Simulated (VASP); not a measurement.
Write the native input for VASP 6.6.1 that does the following.

```yaml
Task: single point
Functional: PBE
Potentials_or_basis: VASP PAW PBE potentials, release 64 (Ni, Al)
Cutoff: 520 eV
k_mesh: 8 × 8 × 8
Occupations: fermi-dirac, width 0.05 eV
Spin: collinear spin, ferromagnetic start
Starting_moments: "[1.0, 0.0] μB"
Dipole_correction: no
Further_INCAR_settings: ALGO = Normal; EDIFF = 1e-06; NBANDS = 18
```

The structure of AlNi lies in POSCAR:

```
AlNi
1.0
    2.8810000000      0.0000000000      0.0000000000
    0.0000000000      2.8810000000      0.0000000000
    0.0000000000      0.0000000000      2.8521900000
Ni Al
1 1
Direct
    0.5000000000      0.5000000000      0.5000000000
    0.0000000000      0.0000000000      0.0000000000
```

One way to write it, as run:

INCAR

```
  PREC = Accurate
  ENCUT = 520
  EDIFF = 1E-6
  ISMEAR = -1
  SIGMA = 0.05
  LREAL = F
  LASPH = T
  NELM = 150
  ALGO = Normal
  ISIF = 2
  LWAVE = F
  LCHARG = F
  ISPIN = 2
  MAGMOM = 1 0
  LORBIT = 11
  LMAXMIX = 4
  GGA = PE
  NBANDS = 18
```

KPOINTS

```
regular mesh
0
Gamma
  8 8 8
```

Potentials or basis: VASP PAW PBE potentials, release 64 (Ni, Al).

Command:

```sh
$ cat potpaw_PBE.64/Ni/POTCAR potpaw_PBE.64/Al/POTCAR > POTCAR
$ mpirun -np 1 vasp_std > vasp.out
```

It gave:

```yaml
Pressure: 3.9 GPa
Net_moment: 0.00 μB per cell
Valence_electrons_inside_the_program's_atomic_spheres: Ni 9.48; Al 0.81
```

Wall time 50 s on 1 thread of Intel(R) Xeon(R) Platinum 8259CL CPU @ 2.50GHz (Skylake/Cascade Lake), on a shared host, peak memory 0.18 GiB.
